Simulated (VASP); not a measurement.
# In3Sb: single point with PBEsol

The system is In3Sb.

```
In Sb
1.0
     4.72354    0.00000    0.00000
     0.00000    4.72354    0.00000
     0.00000    0.00000    4.72354
In Sb
3 1
Cartesian
  2.3618 2.3618 0.0000
  2.3618 0.0000 2.3618
  0.0000 2.3618 2.3618
  0.0000 0.0000 0.0000
```

```
Program             : VASP 6.6.1
Task                : single point
Functional          : PBEsol
Potentials or basis : VASP PAW PBE potentials, release 64 (In_d, Sb)
Cutoff              : 520 eV
k mesh              : 10 × 10 × 10
Occupations         : gaussian, width 0.1 eV
Spin                : no spin polarisation
```

```
Pressure               : 0.0 GPa
Band gap on the k mesh : zero (bands 22 and 23 overlap by 3.89 eV)
```

Levels at points of the mesh, in eV from the Fermi level:
| k point | band 19 | band 20 | band 21 | band 22 | band 23 | band 24 | band 25 | band 26 |
| --- | --- | --- | --- | --- | --- | --- | --- | --- |
| (0.00, 0.00, 0.00) | -3.04 | -3.04 | -2.23 | -2.23 | 2.42 | 2.42 | 2.42 | 3.99 |
| (0.50, 0.00, 0.00) | -1.63 | -1.63 | -1.58 | -0.26 | -0.26 | 0.20 | 1.03 | 4.77 |
| (0.50, 0.50, 0.00) | -5.89 | -0.58 | -0.07 | 0.47 | 0.47 | 1.53 | 1.57 | 1.57 |
| (0.50, 0.50, 0.50) | -4.43 | -4.24 | -4.24 | -4.24 | -3.34 | 5.68 | 5.68 | 5.68 |

It took 110 s on 1 thread of AMD EPYC 9R45 96-Core Processor (Zen 5) (shared host), peak memory 0.28 GiB.

Caveat: the PAW data sets were made with another functional, which shifts forces and pressure a little; spin-orbit coupling is left out, which moves the levels of the heavy elements.
